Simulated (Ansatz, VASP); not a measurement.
# One calculation of BN, two programs

Contents of INCAR:

```
SYSTEM = BN
PREC = Accurate ; ENCUT = 520
EDIFF = 1E-7 ; ISMEAR = 0
SIGMA = 0.05 ; LREAL = .FALSE.
LASPH = .TRUE. ; NELM = 100
ALGO = Normal ; ISIF = 2
LWAVE = .FALSE. ; LCHARG = .FALSE.
IBRION = 2 ; NSW = 50
EDIFFG = -0.01
```

File KPOINTS:

```
regular mesh
0
G
  12 12 4
  0 0 0
```

The input POSCAR:

```
BN
1.0
    2.3970292072      0.0000000000      0.0000000000
   -1.1985146036      2.1549757989      0.0000000000
    0.0000000000      0.0000000000      5.7807916289
B N
2 2
Direct
    0.3333333333      0.6666666667      0.2500000000
    0.6666666667      0.3333333333      0.7500000000
    0.3333333333      0.6666666667      0.7500000000
    0.6666666667      0.3333333333      0.2500000000
```

Input for Ansatz:

```yaml
crystal:
  lattice:
    - [2.3970292072, 0.0, 0.0]
    - [-1.1985146036, 2.1549757989, 0.0]
    - [0.0, 0.0, 5.7807916289]
  atoms:
    - { symbol: B, position: [0.3333333333, 0.6666666667, 0.25] }
    - { symbol: B, position: [0.6666666667, 0.3333333333, 0.75] }
    - { symbol: "N", position: [0.3333333333, 0.6666666667, 0.75] }
    - { symbol: "N", position: [0.6666666667, 0.3333333333, 0.25] }
basis:
  ecutwfc: 520.0
kpoints:
  mp_grid: { grid: [12, 12, 4] }
hamiltonian:
  xc: lda
  pseudopotentials: { kind: paw, azcp: { folder: soft_1 } }
scf:
  occupations: { method: gaussian, width: 0.05 }
output:
  forces: true
  stress: true
  eigenvalues: true
relax:
  adjacent_minimum: "off"
  f_tol: 0.01
  max_steps: 30
```

Change from the starting cell: normal strain along x -0.0367, normal strain along z -0.1100.

Alike in both runs: task relaxation of the atoms; functional LDA; k mesh 12 × 12 × 4; occupations gaussian, width 0.05 eV; no spin polarisation.

```csv
,VASP,Ansatz
version,VASP 6.6.1,Ansatz 0.2.0
potentials or method,"VASP PAW LDA potentials, release 64 (B, N), cutoff 520 eV","scalar-relativistic, plane waves, PAW"
valence electrons in the cell,16,16
```

Ansatz gave:

- gap on the k mesh at the Fermi level, each at its own relaxed structure (eV): 3.81

Task: Which values does VASP return?

Result: gap on the k mesh at the Fermi level, each at its own relaxed structure (eV): 3.69.

Ansatz warns that its potentials were made for another functional, while VASP's fit it. LDA's correlation is that of Perdew and Zunger in VASP and of Perdew and Wang (1992) in Ansatz. Ansatz's warnings: stress scf threshold loose.
